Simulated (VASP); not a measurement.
Set up this calculation in VASP 6.6.1, as the native input.

```
Task                   : single point
Functional             : PBEsol
Potentials or basis    : VASP PAW PBE potentials, release 64 (Ga_d, N)
Cutoff                 : 520 eV
k mesh                 : 1 × 1 × 6
Occupations            : gaussian, width 0.05 eV
Spin                   : no spin polarisation
Dipole correction      : no
Further INCAR settings : ALGO = Normal; EDIFF = 1e-07; NBANDS = 56
```

The structure of GaN (flat sheet) lies in POSCAR:

```
GaN
1.0
   15.4000000000      0.0000000000      0.0000000000
    0.0000000000      9.3000000000      0.0000000000
    0.0000000000      0.0000000000      5.5123238946
Ga N
5 5
Direct
    0.7066585509      0.5000000000      0.3333333333
    0.5000000000      0.5000000000      0.3333333333
    0.6033292755      0.5000000000      0.8333333333
    0.2933414491      0.5000000000      0.3333333333
    0.3966707245      0.5000000000      0.8333333333
    0.6033292755      0.5000000000      0.1666666667
    0.7066585509      0.5000000000      0.6666666667
    0.3966707245      0.5000000000      0.1666666667
    0.5000000000      0.5000000000      0.6666666667
    0.2933414491      0.5000000000      0.6666666667
```

These files were run (other wordings do the same):

INCAR

```
SYSTEM = GaN
  PREC = Accurate
  ENCUT = 520
  EDIFF = 1E-7
  ISMEAR = 0
  SIGMA = 0.05
  LREAL = .FALSE.
  LASPH = .TRUE.
  NELM = 80
  ALGO = Normal
  ISIF = 2
  LWAVE = .FALSE.
  LCHARG = .FALSE.
  GGA = PS
  NBANDS = 56
```

KPOINTS

```
regular mesh
0
G
  1 1 6
  0 0 0
```

Potentials or basis: VASP PAW PBE potentials, release 64 (Ga_d, N).

Command:

```bash
$ cat potpaw_PBE.64/Ga_d/POTCAR potpaw_PBE.64/N/POTCAR > POTCAR
$ mpirun -np 1 vasp_std > vasp.out
```

It gave:

- Largest force: 2.889 eV/Å
- Band gap on the k mesh: 0.09 eV, direct

Caveat: the PAW data sets were made with another functional, which shifts forces and pressure a little.

Run time: 15 min on 1 thread of Intel Xeon 6975P-C, with other jobs on the host, peak memory 0.76 GiB.
